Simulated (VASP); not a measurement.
# Ge (P6_3/mmc) in VASP: notebook, part 2 of 2

VASP 6.6.1.

### 4 Single point, RPBE (volume scaled by 0.88)

Contents of INCAR:

```
SYSTEM = Ge
  ALGO = Normal
  EDIFF = 1E-6
  ENCUT = 520
  GGA = RP
  ISIF = 2
  ISMEAR = -1
  LASPH = .TRUE.
  LCHARG = .TRUE.
  LELF = .TRUE.
  LREAL = .FALSE.
  LVHAR = .TRUE.
  LWAVE = .FALSE.
  NBANDS = 21
  NELM = 100
  PREC = Accurate
  SIGMA = 0.1
```

Contents of KPOINTS:

```
k-points
0
G
  19 19 11
  0 0 0
```

Contents of POSCAR:

```
Ge
1.0
    2.9635211353      0.0000000000      0.0000000000
   -1.4817605677      2.5664845878      0.0000000000
    0.0000000000      0.0000000000      4.5915680486
Ge
2
Direct
    0.3333333333      0.6666666667      0.2500000000
    0.6666666667      0.3333333333      0.7500000000
```

Potentials or basis: VASP PAW PBE potentials, release 64 (Ge_d).

Started as:

```sh
$ cat potpaw_PBE.64/Ge_d/POTCAR > POTCAR
$ mpirun -np 1 vasp_std > vasp.out
```

OUTCAR:

```text
SYSTEM = Ge
   EDIFF = 1E-6
   ENCUT = 520
   GGA = RP
   ISIF = 2
   ISMEAR = -1
   LASPH = .TRUE.
   LREAL = .FALSE.
   NELM = 100
   PREC = Accurate

 ion  position               nearest neighbor table
   1  0.333  0.667  0.250-   2 2.86   2 2.86   2 2.86   2 2.86   2 2.86   2 2.86
   2  0.667  0.333  0.750-   1 2.86   1 2.86   1 2.86   1 2.86   1 2.86   1 2.86

  LATTYP: Found a hexagonal cell.
 ALAT       =     2.9635211353
 C/A-ratio  =     1.5493623426

  Lattice vectors:

 A1 = (   2.9635211353,   0.0000000000,   0.0000000000)
 A2 = (  -1.4817605677,   2.5664845878,   0.0000000000)
 A3 = (   0.0000000000,   0.0000000000,   4.5915680486)

Analysis of symmetry for initial positions (statically):
=====================================================================
 Subroutine PRICEL returns:
 Original cell was already a primitive cell.

 Routine SETGRP: Setting up the symmetry group for a
 hexagonal supercell.

 Subroutine GETGRP returns: Found 24 space group operations
 (whereof 12 operations were pure point group operations)
 out of a pool of 24 trial point group operations.

The static configuration has the point symmetry D_3d.
 The point group associated with its full space group is D_6h.

Analysis of symmetry for dynamics (positions and initial velocities):
=====================================================================
 Subroutine PRICEL returns:
 Original cell was already a primitive cell.

 Routine SETGRP: Setting up the symmetry group for a
 hexagonal supercell.

 Subroutine GETGRP returns: Found 24 space group operations
 (whereof 12 operations were pure point group operations)
 out of a pool of 24 trial point group operations.

The dynamic configuration has the point symmetry D_3d.
 The point group associated with its full space group is D_6h.

 Subroutine INISYM returns: Found 24 space group operations
 (whereof 12 operations are pure point group operations),
 and found     1 'primitive' translations

[... 108 lines left out ...]
   EFERMI =   0.00;   METHOD = LEGACY
   ISMEAR =    -1;   SIGMA  =   0.10  broadening in eV -4-tet -1-fermi 0-gaus
   EFERMI_NEDOS =   21; number of points for ismear=-14 and -15
   IALGO  =     38    algorithm
   IMIX   =      4    mixing-type and parameters
     AMIX     =   0.40;   BMIX     =  1.00
     AMIX_MAG =   1.60;   BMIX_MAG =  1.00
  volume/ion in A,a.u.               =      17.46       117.83
  Fermi-wavevector in a.u.,A,eV,Ry     =   1.520868  2.874024 31.470824  2.313040
  Thomas-Fermi vector in A             =   2.629661
   LORBIT       =      0    0 simple, 1 ext, 2 COOP (PROOUT), +10 PAW based schemes
   GGA     = RP    functional components
   LHFCALC =     F    Hartree Fock is set to
   AEXX    =    0.0000 exact exchange contribution
   IVDW    =     0    specifies the selected vdW correction
   LEPSILON=     F    determine dielectric tensor
   LRPA    =     F    only Hartree local field effects (RPA)
 non-spin polarized calculation
  energy-cutoff  :      520.00
  volume of cell :       34.92
 maximum number of plane-waves:       968
 NGX is ok and might be reduce to    24
   NGX = 11   NGY = 11   NGZ = 17

 number of electron      28.0000004 magnetization

 Free energy of the ion-electron system (eV)
  ---------------------------------------------------
  ext. energy  EPLUGINS =         0.00000000
  ---------------------------------------------------
  free energy    TOTEN  =        -7.50876801 eV

  energy without entropy =       -7.47818965  energy(sigma->0) =       -7.49347883

 E-fermi :   7.8082     XC(G=0): -11.5897

 val. band max:        7.8077912064   @ k =   0.2105   0.0526   0.3636
 cond. band min:       7.8086425485   @ k =   0.3684   0.2105   0.0000
 fundamental gap:      0.0008513421
 Fermi energy:         7.8082113873

 k-point     1 :       0.0000    0.0000    0.0000
  band No.  band energies     occupation
      1     -17.0684      2.00000
      2     -17.0532      2.00000
      3     -17.0532      2.00000
      4     -17.0451      2.00000
      5     -17.0420      2.00000
      6     -17.0420      2.00000
[... 565 lines left out ...]
     20      17.1881      0.00000
     21      22.9097      0.00000

 [... further k-points ...]

------------------------ aborting loop because EDIFF is reached ----------------------------------------

  FORCE on cell =-STRESS in cart. coord.  units (eV):
  Direction    XX          YY          ZZ          XY          YZ          ZX
  --------------------------------------------------------------------------------------
  -------------------------------------------------------------------------------------
  Total        1.9443746      1.9443746      2.6815256     -0.0000000      0.0000000      0.0000000
  in kB       89.2036879     89.2036879    123.0225756     -0.0000000      0.0000000      0.0000000
  external PRESSURE =     100.4766505 kB  Pullay stress =       0.0000000 kB

 VOLUME and BASIS-vectors are now :
 -----------------------------------------------------------------------------
  energy-cutoff  :      520.00
  volume of cell :       34.92
      direct lattice vectors                 reciprocal lattice vectors
     2.963521135  0.000000000  0.000000000     0.337436433  0.194819015  0.000000000
    -1.481760568  2.566484588  0.000000000     0.000000000  0.389638030  0.000000000
     0.000000000  0.000000000  4.591568049     0.000000000  0.000000000  0.217790522

 POSITION                                       TOTAL-FORCE (eV/Angst)
 -----------------------------------------------------------------------------------
     -0.00000      1.71099      1.14789         0.000000     -0.000000     -0.000000
      1.48176      0.85549      3.44368        -0.000000      0.000000      0.000000
 -----------------------------------------------------------------------------------
    total drift:                               -0.000000      0.000000      0.000000

  FREE ENERGIE OF THE ION-ELECTRON SYSTEM (eV)
  ---------------------------------------------------
  free  energy   TOTEN  =        -7.5087680092 eV

  energy  without entropy=       -7.4781896462  energy(sigma->0) =       -7.49347883
```

Wall time 96 s (1 thread of AMD EPYC 9R45 (Zen 5), shared host); peak memory 0.22 GiB.

Results:

| Item | Value |
| --- | --- |
| Free energy | -7.5088 eV |
| Pressure | 10.0 GPa |
| Band gap on the k mesh | zero (band 14 reaches 14.79 eV, above the bottom of band 15 at 4.73 eV) |

Caveat: the PAW data sets were made with another functional, which shifts forces and pressure a little.

### 5 Single point, RPBE (volume scaled by 0.92)

Contents of INCAR:

```
SYSTEM = Ge
ALGO = Normal
EDIFF = 1E-6
ENCUT = 520
GGA = RP
ISIF = 2
ISMEAR = -1
LASPH = .TRUE.
LCHARG = .FALSE.
LREAL = .FALSE.
LWAVE = .FALSE.
NBANDS = 21
NELM = 100
PREC = Accurate
SIGMA = 0.1
```

KPOINTS is that of step 4.

Contents of POSCAR:

```
Ge
1.0
    3.0077593161      0.0000000000      0.0000000000
   -1.5038796580      2.6047959762      0.0000000000
    0.0000000000      0.0000000000      4.6601090200
Ge
2
Direct
    0.3333333333      0.6666666667      0.2500000000
    0.6666666667      0.3333333333      0.7500000000
```

Potentials or basis: VASP PAW PBE potentials, release 64 (Ge_d).

Started as:

```sh
$ cat potpaw_PBE.64/Ge_d/POTCAR > POTCAR
$ mpirun -np 1 vasp_std > vasp.out
```

OUTCAR:

```text
SYSTEM = Ge
   EDIFF = 1E-6
   ENCUT = 520
   GGA = RP
   ISIF = 2
   ISMEAR = -1
   LASPH = .TRUE.
   LREAL = .FALSE.
   NELM = 100
   PREC = Accurate

 ion  position               nearest neighbor table
   1  0.333  0.667  0.250-   2 2.91   2 2.91   2 2.91   2 2.91   2 2.91   2 2.91
   2  0.667  0.333  0.750-   1 2.91   1 2.91   1 2.91   1 2.91   1 2.91   1 2.91

  LATTYP: Found a hexagonal cell.
 ALAT       =     3.0077593161
 C/A-ratio  =     1.5493623426

  Lattice vectors:

 A1 = (   3.0077593161,   0.0000000000,   0.0000000000)
 A2 = (  -1.5038796580,   2.6047959762,   0.0000000000)
 A3 = (   0.0000000000,   0.0000000000,   4.6601090200)

Analysis of symmetry for initial positions (statically):
=====================================================================
 Subroutine PRICEL returns:
 Original cell was already a primitive cell.

 Routine SETGRP: Setting up the symmetry group for a
 hexagonal supercell.

 Subroutine GETGRP returns: Found 24 space group operations
 (whereof 12 operations were pure point group operations)
 out of a pool of 24 trial point group operations.

The static configuration has the point symmetry D_3d.
 The point group associated with its full space group is D_6h.

Analysis of symmetry for dynamics (positions and initial velocities):
=====================================================================
 Subroutine PRICEL returns:
 Original cell was already a primitive cell.

 Routine SETGRP: Setting up the symmetry group for a
 hexagonal supercell.

 Subroutine GETGRP returns: Found 24 space group operations
 (whereof 12 operations were pure point group operations)
 out of a pool of 24 trial point group operations.

The dynamic configuration has the point symmetry D_3d.
 The point group associated with its full space group is D_6h.

 Subroutine INISYM returns: Found 24 space group operations
 (whereof 12 operations are pure point group operations),
 and found     1 'primitive' translations

[... 108 lines left out ...]
   EFERMI =   0.00;   METHOD = LEGACY
   ISMEAR =    -1;   SIGMA  =   0.10  broadening in eV -4-tet -1-fermi 0-gaus
   EFERMI_NEDOS =   21; number of points for ismear=-14 and -15
   IALGO  =     38    algorithm
   IMIX   =      4    mixing-type and parameters
     AMIX     =   0.40;   BMIX     =  1.00
     AMIX_MAG =   1.60;   BMIX_MAG =  1.00
  volume/ion in A,a.u.               =      18.26       123.19
  Fermi-wavevector in a.u.,A,eV,Ry     =   1.498499  2.831753 30.551885  2.245500
  Thomas-Fermi vector in A             =   2.610250
   LORBIT       =      0    0 simple, 1 ext, 2 COOP (PROOUT), +10 PAW based schemes
   GGA     = RP    functional components
   LHFCALC =     F    Hartree Fock is set to
   AEXX    =    0.0000 exact exchange contribution
   IVDW    =     0    specifies the selected vdW correction
   LEPSILON=     F    determine dielectric tensor
   LRPA    =     F    only Hartree local field effects (RPA)
 non-spin polarized calculation
  energy-cutoff  :      520.00
  volume of cell :       36.51
 maximum number of plane-waves:      1008
 NGX is ok and might be reduce to    24
   NGX = 11   NGY = 11   NGZ = 17

 number of electron      28.0000024 magnetization

 Free energy of the ion-electron system (eV)
  ---------------------------------------------------
  ext. energy  EPLUGINS =         0.00000000
  ---------------------------------------------------
  free energy    TOTEN  =        -7.58984550 eV

  energy without entropy =       -7.55879080  energy(sigma->0) =       -7.57431815

 E-fermi :   7.2893     XC(G=0): -11.3625

 val. band max:        7.2853765643   @ k =   0.1579   0.0000   0.3636
 cond. band min:       7.3105868629   @ k =   0.2632   0.2632   0.1818
 fundamental gap:      0.0252102986
 Fermi energy:         7.2893245015

 k-point     1 :       0.0000    0.0000    0.0000
  band No.  band energies     occupation
      1     -17.5489      2.00000
      2     -17.5397      2.00000
      3     -17.5397      2.00000
      4     -17.5308      2.00000
      5     -17.5302      2.00000
      6     -17.5302      2.00000
[... 565 lines left out ...]
     20      16.5308      0.00000
     21      21.9364      0.00000

 [... further k-points ...]

------------------------ aborting loop because EDIFF is reached ----------------------------------------

  FORCE on cell =-STRESS in cart. coord.  units (eV):
  Direction    XX          YY          ZZ          XY          YZ          ZX
  --------------------------------------------------------------------------------------
  -------------------------------------------------------------------------------------
  Total        1.1765696      1.1765696      1.8653378      0.0000000      0.0000000      0.0000000
  in kB       51.6315717     51.6315717     81.8568848      0.0000000      0.0000000      0.0000000
  external PRESSURE =      61.7066761 kB  Pullay stress =       0.0000000 kB

 VOLUME and BASIS-vectors are now :
 -----------------------------------------------------------------------------
  energy-cutoff  :      520.00
  volume of cell :       36.51
      direct lattice vectors                 reciprocal lattice vectors
     3.007759316  0.000000000  0.000000000     0.332473411  0.191953613  0.000000000
    -1.503879658  2.604795976  0.000000000     0.000000000  0.383907227  0.000000000
     0.000000000  0.000000000  4.660109020     0.000000000  0.000000000  0.214587254

 POSITION                                       TOTAL-FORCE (eV/Angst)
 -----------------------------------------------------------------------------------
     -0.00000      1.73653      1.16503        -0.000000      0.000000      0.000000
      1.50388      0.86827      3.49508         0.000000     -0.000000     -0.000000
 -----------------------------------------------------------------------------------
    total drift:                               -0.000000      0.000000      0.000000

  FREE ENERGIE OF THE ION-ELECTRON SYSTEM (eV)
  ---------------------------------------------------
  free  energy   TOTEN  =        -7.5898455017 eV

  energy  without entropy=       -7.5587907992  energy(sigma->0) =       -7.57431815
```

It took 96 s on 1 thread of AMD EPYC 9R45 (Zen 5), shared host; peak memory 0.23 GiB.

What came out:

```yaml
Free_energy: -7.5898 eV
Pressure: 6.2 GPa
Band_gap_on_the_k_mesh: zero (band 14 reaches 13.98 eV, above the bottom of band 15 at 4.37 eV)
```

Stress tensor (GPa, compression positive):
```
5.16 0.00 0.00
0.00 5.16 0.00
0.00 0.00 8.19
```

Caveat: the PAW data sets were made with another functional, which shifts forces and pressure a little.

### 6 Overview

| task | cell | k mesh | cutoff (eV) | gap on the mesh (eV) | pressure (GPa) |
| --- | --- | --- | --- | --- | --- |
| single point | a = 3.093, b = 3.093, c = 4.791 Å, angles 90.0, 90.0, 120.0°, 2 atoms | 12 × 12 × 7 | 520 | none | 0.0 |
| relaxation of cell and atoms | relaxed from a = 3.008, b = 3.008, c = 4.911 Å, angles 90.0, 90.0, 120.0°, 2 atoms | 12 × 12 × 7 | 600 | none | 0.0 |
| single point | a = 2.964, b = 2.964, c = 4.592 Å, angles 90.0, 90.0, 120.0°, 2 atoms | 19 × 19 × 11 | 520 | none | 10.0 |
| single point | a = 3.008, b = 3.008, c = 4.660 Å, angles 90.0, 90.0, 120.0°, 2 atoms | 19 × 19 × 11 | 520 | none | 6.2 |

Alike in all rows: level RPBE; potentials or basis VASP PAW PBE potentials, release 64 (Ge_d); no spin polarisation; smearing fermi-dirac 0.1 eV.

Caveats: the PAW data sets were made with another functional, which shifts forces and pressure a little.

Absolute energies hang on the potentials; compare differences alone.
